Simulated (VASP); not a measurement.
A run of VASP 6.6.1 is set up as follows.

INCAR

```
PREC = Accurate
ENCUT = 520
EDIFF = 1E-7
ISMEAR = -1
SIGMA = 0.05
LREAL = False
LASPH = True
NELM = 80
ALGO = Normal
ISIF = 2
LWAVE = False
LCHARG = False
GGA = PS
NBANDS = 27
```

Contents of KPOINTS:

```
regular mesh
0
Gamma
  8 8 8
```

POSCAR

```
InSe
1.0
    1.9729696595      1.1390945640      8.3259319629
   -1.9729696595      1.1390945640      8.3259319629
    0.0000000000     -2.2781891280      8.3259319629
In Se
2 2
Direct
    0.8886000000      0.8886000000      0.8886000000
    0.0000000000      0.0000000000      0.0000000000
    0.1719000000      0.1719000000      0.1719000000
    0.3835000000      0.3835000000      0.3835000000
```

Potentials or basis: VASP PAW PBE potentials, release 64 (In_d, Se).

The run is started by

```bash
$ cat potpaw_PBE.64/In_d/POTCAR potpaw_PBE.64/Se/POTCAR > POTCAR
$ mpirun -np 1 vasp_std > vasp.out
```

Predict the band gap on the k mesh.

0.44 eV.

Estimate the largest force.

0.497 eV/Å.

Predict the pressure.

2.5 GPa.

Stress tensor (GPa, compression positive):
```
2.98 0.00 0.00
0.00 2.98 0.00
0.00 0.00 1.68
```

Caveat: the PAW data sets were made with another functional, which shifts forces and pressure a little; spin-orbit coupling is left out, which moves the levels of the heavy elements. A k mesh can miss the band edges.
